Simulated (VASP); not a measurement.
**CdI2: electric field gradients with PBE**

Crystal: CdI2.

```xyz
15
Lattice="4.2894 0.0000 0.0000 -2.1447 3.7147 0.0000 0.0000 0.0000 36.3728" Properties=species:S:1:pos:R:3 pbc="T T T"
Cd    2.1447    1.2382   29.1036
Cd    0.0000    0.0000   14.5515
Cd    0.0000    2.4765    7.2692
Cd    0.0000    0.0000   21.8213
Cd    0.0000    0.0000    0.0000
I     2.1447    1.2382   34.6517
I     0.0000    2.4765    1.7211
I     2.1447    1.2382    5.5490
I     0.0000    2.4765   16.2699
I     0.0000    2.4765   30.8238
I     2.1447    1.2382   12.8280
I     0.0000    0.0000   27.3814
I     0.0000    2.4765   23.5448
I     2.1447    1.2382   20.1029
I     0.0000    0.0000    8.9914
```

- Program: VASP 6.6.1
- Task: electric field gradients
- Functional: PBE
- Potentials or basis: VASP PAW PBE potentials, release 64 (Cd, I)
- Cutoff: 400 eV
- k mesh: 8 × 8 × 1
- Occupations: fermi-dirac, width 0.02 eV
- Spin: no spin polarisation
- Dipole correction: no
- Further INCAR settings: ALGO = Normal; EDIFF = 1e-08; NBANDS = 78

```json
{"Pressure": "0.5 GPa", "Largest force": "0.068 eV/Å", "Band gap on the k mesh": "2.35 eV, indirect (least direct gap 2.47 eV)"}
```

Forces in eV/Å, atoms in the order of the input:
```
Cd   0.000  0.000 -0.006
Cd   0.000  0.000 -0.015
Cd   0.000  0.000  0.006
Cd   0.000  0.000  0.015
Cd   0.000  0.000  0.000
I    0.000  0.000 -0.061
I    0.000  0.000  0.061
I    0.000  0.000 -0.062
I    0.000  0.000  0.068
I    0.000  0.000  0.062
I    0.000  0.000 -0.054
I    0.000  0.000 -0.058
I    0.000  0.000  0.054
I    0.000  0.000 -0.068
I    0.000  0.000  0.058
```

Stress tensor (GPa, compression positive):
```
0.58 0.00 0.00
0.00 0.58 0.00
0.00 0.00 0.43
```

Levels at points of the mesh, in eV from the valence-band top:
| k point | band 62 | band 63 | band 64 | band 65 | band 66 | band 67 | band 68 | band 69 |
| --- | --- | --- | --- | --- | --- | --- | --- | --- |
| (0.00, 0.00, 0.00) | -0.03 | -0.03 | -0.02 | -0.02 | 2.45 | 2.78 | 2.78 | 3.26 |
| (0.50, 0.00, 0.00) | -0.30 | -0.21 | -0.21 | -0.15 | 2.35 | 2.36 | 2.47 | 2.49 |

Electric field gradients, principal values (V/Å²):
```csv
atom,least,middle,greatest (by size)
1 Cd,-1.053,-1.059,2.112
2 Cd,-1.077,-1.079,2.157
3 Cd,-1.053,-1.059,2.112
4 Cd,-1.077,-1.079,2.157
5 Cd,-1.030,-1.031,2.061
6 I,29.106,29.106,-58.212
7 I,29.106,29.106,-58.212
8 I,29.991,29.991,-59.982
9 I,29.995,29.995,-59.990
10 I,29.991,29.991,-59.982
11 I,29.554,29.554,-59.108
12 I,29.224,29.226,-58.450
13 I,29.554,29.554,-59.108
14 I,29.995,29.995,-59.990
15 I,29.224,29.226,-58.450
```

Wall time 12 min on 1 thread of Intel(R) Xeon(R) Platinum 8259CL CPU @ 2.50GHz (Skylake/Cascade Lake), on a shared host, peak memory 0.54 GiB.

Caveat: without QUAD_EFG the Cq values of the log hold for a quadrupole moment of 1 mb, not for the nuclei; spin-orbit coupling is left out, which moves the levels of the heavy elements; this functional lacks dispersion, which binds the layers, so the pressure and a relaxed spacing across them are unreliable. A k mesh can miss the band edges.
